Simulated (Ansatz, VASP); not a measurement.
# Two plane-wave programs on Zr2Si5

```
Si Zr
1.0
     3.67907    0.00000    0.00000
     0.00000    3.70518    0.00000
     0.00000    0.00000   29.79726
Si Zr
10 4
Direct
  0.25000 0.50000 0.25170
  0.75000 0.00000 0.25201
  0.25000 0.00000 0.34958
  0.75000 0.00000 0.40228
  0.25000 0.00000 0.49985
  0.75000 0.50000 0.50015
  0.25000 0.50000 0.59772
  0.75000 0.50000 0.65042
  0.25000 0.50000 0.74799
  0.75000 0.00000 0.74830
  0.75000 0.50000 0.32365
  0.25000 0.50000 0.42820
  0.75000 0.00000 0.57180
  0.25000 0.00000 0.67635
```

Alike in both runs: task single point; functional PBE; k mesh 9 × 9 × 1; occupations gaussian, width 0.1 eV; no spin polarisation.

|  | VASP | Ansatz |
| --- | --- | --- |
| version | VASP 6.6.1 | Ansatz 0.2.0 |
| potentials or method | VASP PAW PBE potentials, release 64 (Si, Zr_sv), cutoff 520 eV | scalar-relativistic, plane waves, PAW |
| valence electrons in the cell | 88 | 88 |

|  | VASP | Ansatz | Ansatz less VASP |
| --- | --- | --- | --- |
| gap on the k mesh at the Fermi level (eV) | none | none | - |
| rms of the force components (eV/Å) | 0.196 | 0.196 | +0.0002 |

A gap of «none» marks a metal or a gap that the smearing closes.
